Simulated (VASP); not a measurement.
Input of a VASP 6.6.1 run:

POSCAR

```
In
1.0
    3.3300000000      0.0000000000      0.0000000000
   -1.6650000000      2.8838645946      0.0000000000
    0.0000000000      0.0000000000      5.4378900000
In
2
Direct
    0.3333333333      0.6666666667      0.2500000000
    0.6666666667      0.3333333333      0.7500000000
```

INCAR.step1

```
PREC     = Accurate       # precision mode
ENCUT    = 600            # plane-wave cutoff, eV
ISMEAR   = -1             # smearing method
SIGMA    = 0.05           # smearing width, eV
LREAL    = F              # projectors in reciprocal space
LASPH    = T              # aspherical terms in the spheres
NELM     = 80             # most SCF steps
GGA      = PE             # functional
ALGO     = Normal         # electronic algorithm
EDIFF    = 1E-4           # SCF threshold, eV
LWAVE    = T              # write WAVECAR
LCHARG   = F              # write CHGCAR
```

Contents of INCAR.step2:

```
PREC     = Accurate       # precision mode
ENCUT    = 600            # plane-wave cutoff, eV
EDIFF    = 1E-7           # SCF threshold, eV
ISMEAR   = -1             # smearing method
SIGMA    = 0.05           # smearing width, eV
LREAL    = F              # projectors in reciprocal space
LASPH    = T              # aspherical terms in the spheres
NELM     = 80             # most SCF steps
ALGO     = Normal         # electronic algorithm
ISIF     = 3              # what is computed and relaxed
LWAVE    = F              # write WAVECAR
LCHARG   = F              # write CHGCAR
METAGGA  = R2SCAN         # meta-GGA
LMIXTAU  = T            
IBRION   = 2              # ionic algorithm
NSW      = 80             # ionic steps
EDIFFG   = -0.02          # ionic threshold
PSTRESS  = 200.0        
ISTART   = 1
```

Contents of KPOINTS:

```
regular mesh
0
Gamma
  7 7 4
```

Potentials or basis: VASP PAW PBE potentials, release 64 (In_d).

Launch:

```console
$ cat potpaw_PBE.64/In_d/POTCAR > POTCAR
$ cp INCAR.step1 INCAR
$ mpirun -np 1 vasp_std > vasp.out
$ cp INCAR.step2 INCAR
$ mpirun -np 1 vasp_std > vasp.out
```

Problem. What does it give for the space group after relaxing (to 0.1 Å)?

Solution. P6_3/mmc (No. 194).

Problem. What does it give for the band gap on the k mesh?

Solution. Zero (bands 13 and 14 overlap by 7.88 eV).

Problem. What does it give for the relaxed volume?

Solution. 20.50 Å³/atom.

The path:
| step | energy change (eV) | largest force (eV/Å) | pressure (GPa) | volume (Å³) |
| --- | --- | --- | --- | --- |
| 1 | 0.0000 | 0.0000 | 0.09 | 52.22 |
| 2 | 3.2854 | 0.0000 | 83.87 | 31.34 |
| 3 | 0.4781 | 0.0000 | 18.08 | 41.64 |
| 4 | 0.5287 | 0.0000 | 19.43 | 41.21 |
| 5 | 0.5537 | 0.0000 | 20.08 | 41.01 |
| 6 | 0.5537 | 0.0000 | 20.08 | 41.01 |
| 7 | 0.5537 | 0.0000 | 20.08 | 41.01 |

Caveat: the cell is relaxed towards a set pressure, so the run minimises the enthalpy, not the energy; the volume moved by over 15 % at a fixed basis, so the end points are rough; the PAW data sets were made with another functional, which shifts forces and pressure a little; spin-orbit coupling is left out, which moves the levels of the heavy elements.
